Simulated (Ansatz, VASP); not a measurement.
One calculation of C, two programs

INCAR

```
SYSTEM = C
  PREC = Accurate
  ENCUT = 520
  EDIFF = 1E-6
  ISMEAR = 0
  SIGMA = 0.05
  LREAL = .FALSE.
  LASPH = .TRUE.
  NELM = 100
  ALGO = Normal
  ISIF = 2
  LWAVE = .FALSE.
  LCHARG = .FALSE.
  GGA = PE
  NBANDS = 11
```

KPOINTS

```
Automatic mesh
0
G
  22 22 22
  0 0 0
```

Contents of POSCAR:

```
C
1.0
    0.0000000000      1.7903790706      1.7903790706
    1.7903790706      0.0000000000      1.7903790706
    1.7903790706      1.7903790706      0.0000000000
C
2
Direct
    0.0000000000      0.0000000000      0.0000000000
    0.2500000000      0.2500000000      0.2500000000
```

Input for Ansatz:

```yaml
crystal:
  lattice:
    - [0.0, 1.7903790706, 1.7903790706]
    - [1.7903790706, 0.0, 1.7903790706]
    - [1.7903790706, 1.7903790706, 0.0]
  atoms:
    - { symbol: C, position: [0.0, 0.0, 0.0] }
    - { symbol: C, position: [0.25, 0.25, 0.25] }
basis:
  ecutwfc: 420
  ecutrho_ratio: 4
kpoints:
  mp_grid: { grid: [22, 22, 22] }
hamiltonian:
  xc: pbe
scf:
  occupations: { method: gaussian, width: 0.05 }
output:
  forces: true
  stress: true
  eigenvalues: true
```

Alike in both runs: task single point; functional PBE; k mesh 22 × 22 × 22; occupations gaussian, width 0.05 eV; no spin polarisation.

|  | VASP | Ansatz |
| --- | --- | --- |
| version | VASP 6.6.1 | Ansatz 0.2.0 |
| potentials or method | VASP PAW PBE potentials, release 64 (C), cutoff 520 eV | scalar-relativistic, plane waves, PAW |
| valence electrons in the cell | 8 | 8 |

Ansatz gave:

* gap on the k mesh at the Fermi level (eV): 4.11
* least direct gap on the mesh (eV): 5.56
* pressure (GPa): -3.3

Question: Which values does VASP return?

Answer: gap on the k mesh at the Fermi level (eV): 4.10; least direct gap on the mesh (eV): 5.56; pressure (GPa): -2.7.
